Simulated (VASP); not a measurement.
# CdF2 (P-3m1) in VASP: notebook, part 2 of 2

VASP 6.6.1.

**4. Relaxation of cell and atoms, r2SCAN, target pressure 20 GPa, at which the enthalpy is minimised**

POSCAR reads:

```
CdF2
1.0
    3.1900000000      0.0000000000      0.0000000000
   -1.5950000000      2.7626210381      0.0000000000
    0.0000000000      0.0000000000      5.1040000000
Cd F
1 2
Direct
    0.0000000000      0.0000000000      0.0000000000
    0.3333333333      0.6666666667      0.2500000000
    0.6666666667      0.3333333333      0.7500000000
```

INCAR.step1 reads:

```
SYSTEM = CdF2
PREC     = Accurate       ! precision mode
ENCUT    = 600            ! plane-wave cutoff, eV
ISMEAR   = 0              ! smearing method
SIGMA    = 0.01           ! smearing width, eV
LREAL    = .False.        ! projectors in reciprocal space
LASPH    = .True.         ! aspherical terms in the spheres
NELM     = 100            ! most SCF steps
GGA      = PE             ! functional
ALGO     = Normal         ! electronic algorithm
EDIFF    = 1E-4           ! SCF threshold, eV
LWAVE    = .True.         ! write WAVECAR
LCHARG   = .False.        ! write CHGCAR
```

INCAR.step2 reads:

```
SYSTEM = CdF2
PREC     = Accurate       ! precision mode
ENCUT    = 600            ! plane-wave cutoff, eV
EDIFF    = 1E-7           ! SCF threshold, eV
ISMEAR   = 0              ! smearing method
SIGMA    = 0.01           ! smearing width, eV
LREAL    = .False.        ! projectors in reciprocal space
LASPH    = .True.         ! aspherical terms in the spheres
NELM     = 100            ! most SCF steps
ALGO     = Normal         ! electronic algorithm
ISIF     = 3              ! what is computed and relaxed
LWAVE    = .False.        ! write WAVECAR
LCHARG   = .False.        ! write CHGCAR
METAGGA  = R2SCAN         ! meta-GGA
LMIXTAU  = .True.       
IBRION   = 2              ! ionic algorithm
NSW      = 80             ! ionic steps
EDIFFG   = -0.02          ! ionic threshold
PSTRESS  = 200.0        
ISTART   = 1
```

KPOINTS reads:

```
regular mesh
0
Gamma
  5 5 3
  0 0 0
```

The run is started by

```sh
> cat potpaw_PBE.64/Cd/POTCAR potpaw_PBE.64/F/POTCAR > POTCAR
> cp INCAR.step1 INCAR
> mpirun -np 1 vasp_std > vasp.out
> cp INCAR.step2 INCAR
> mpirun -np 1 vasp_std > vasp.out
```

Run time: 14 min. Hardware: 1 thread of Intel Xeon 6975P-C (Granite Rapids), shared host; peak memory 0.24 GiB.

It converged, with:

```
Free energy                                            : -32.8504 eV
Relaxed volume                                         : 10.94 Å³/atom
Relaxed cell                                           : a = 3.486 Å, b = 3.486 Å, c = 3.120 Å, α = 90.00°, β = 90.00°, γ = 120.00°
Space group after relaxing (to 0.05 Å)                 : P-3m1 (No. 164)
Energy change on relaxing (the enthalpy is what falls) : +5.9 meV/atom
Ionic steps                                            : 34
Pressure after relaxing                                : 20.1 GPa
Largest force after relaxing                           : 0.004 eV/Å
Band gap on the k mesh                                 : 3.23 eV, indirect (least direct gap 4.01 eV)
```

Forces in eV/Å, atoms in the order of the input:
```
Cd   0.000  0.000  0.000
F    0.000  0.000  0.004
F    0.000  0.000 -0.004
```

Stress tensor (GPa, compression positive):
```
20.16  0.00  0.00
 0.00 20.16  0.00
 0.00  0.00 19.89
```

The path:
| step | energy change (eV) | largest force (eV/Å) | pressure (GPa) | volume (Å³) |
| --- | --- | --- | --- | --- |
| 1 | 0.0000 | 0.5616 | 4.00 | 44.98 |
| 2 | 1.0221 | 2.7689 | 46.79 | 35.86 |
| 3 | 0.3002 | 1.0654 | 22.92 | 39.62 |
| 4 | 0.1326 | 0.9469 | 22.38 | 38.29 |
| 5 | 0.0949 | 0.3403 | 27.72 | 33.07 |
| 6 | 64.5800 | 0.0419 | 1187.84 | 16.59 |
| 7 | 1.6051 | 3.9929 | 63.11 | 32.90 |
| 8 | 2.6487 | 1.7621 | 84.67 | 25.78 |
| 9 | 1.5420 | 2.9254 | 63.89 | 29.25 |
| 10 | 1.7253 | 2.4875 | 67.53 | 27.94 |
| 11 | 1.8943 | 2.2852 | 70.70 | 27.32 |
| 12 | 1.8225 | 2.0184 | 66.47 | 27.38 |
| 13 | 1.7801 | 1.6412 | 60.94 | 27.45 |
| 14 | 1.6757 | 1.6091 | 57.91 | 27.69 |
| 15 | 1.3899 | 1.5123 | 49.51 | 28.44 |
| 16 | 0.9262 | 1.3190 | 35.44 | 29.96 |
| 17 | 0.3279 | 0.9372 | 15.34 | 33.12 |
| 18 | 0.3027 | 0.9145 | 14.38 | 33.32 |
| 19 | 0.2736 | 0.9243 | 15.30 | 33.26 |
| 20 | 0.2066 | 0.9503 | 18.19 | 33.07 |
| 21 | 0.1575 | 0.9718 | 24.55 | 32.61 |
| 22 | 0.3698 | 0.8623 | 38.62 | 31.46 |
| 23 | 0.1867 | 0.9251 | 29.54 | 32.20 |
| 24 | 0.0815 | 0.6498 | 25.84 | 32.69 |
| 25 | -0.0372 | 0.2352 | 20.79 | 33.41 |
| 26 | -0.0511 | 0.1723 | 20.07 | 33.51 |
| 27 | -0.0483 | 0.1676 | 20.01 | 33.47 |
| 28 | -0.0385 | 0.1519 | 19.77 | 33.35 |
| 29 | -0.0115 | 0.1219 | 19.52 | 33.08 |
| 30 | 0.0029 | 0.0985 | 19.92 | 32.96 |
| 31 | 0.0148 | 0.0792 | 20.37 | 32.86 |
| 32 | 0.0398 | 0.0395 | 21.29 | 32.66 |
| 33 | 0.0244 | 0.0640 | 20.73 | 32.78 |
| 34 | 0.0177 | 0.0042 | 20.07 | 32.83 |

Final structure:
```yaml
crystal:
  lattice:
    - [3.48559, 0.00000, 0.00000]
    - [-1.74280, 3.01861, 0.00000]
    - [0.00000, 0.00000, 3.12027]
  atoms:
    - { symbol: Cd, position: [0.00000, 0.00000, 0.00000] }
    - { symbol: F, position: [0.33333, 0.66667, 0.28381] }
    - { symbol: F, position: [0.66667, 0.33333, 0.71619] }
```

Levels at points of the mesh, in eV from the valence-band top:
| k point | band 9 | band 10 | band 11 | band 12 | band 13 | band 14 | band 15 | band 16 | band 17 |
| --- | --- | --- | --- | --- | --- | --- | --- | --- | --- |
| (0.00, 0.00, 0.00) | -1.73 | -1.73 | -0.82 | -0.82 | -0.78 | 3.23 | 13.12 | 15.21 | 15.21 |

Caveat: the k points lie up to 0.67 Å⁻¹ apart in the final cell; the cell is relaxed towards a set pressure, so the enthalpy falls and the energy may rise; the volume moved by over 15 % at a fixed basis, so the end points are rough; the PAW data sets were made with another functional, which shifts forces and pressure a little.

**5. The runs side by side**

```tsv
cell	gap on the mesh (eV)	pressure (GPa)	largest force (eV/Å)
relaxed to 5 GPa	3.41	5.1	0.01
relaxed to 10 GPa	3.31	10.2	0.02
relaxed to 20 GPa	3.23	20.1	-
```

Alike in all rows: task relaxation of cell and atoms; level r2SCAN; potentials or basis VASP PAW PBE potentials, release 64 (Cd, F); no spin polarisation; k mesh 5 × 5 × 3; cutoff (eV) 600; smearing gaussian 0.01 eV.

Caveats: all runs use coarse meshes; the cell is relaxed towards a set pressure, so the enthalpy falls and the energy may rise; the PAW data sets were made with another functional, which shifts forces and pressure a little; the volume moved by over 15 % at a fixed basis, so the end points are rough (some runs).

Total energies depend on the potentials used, so only differences within one code and one set of settings carry meaning.
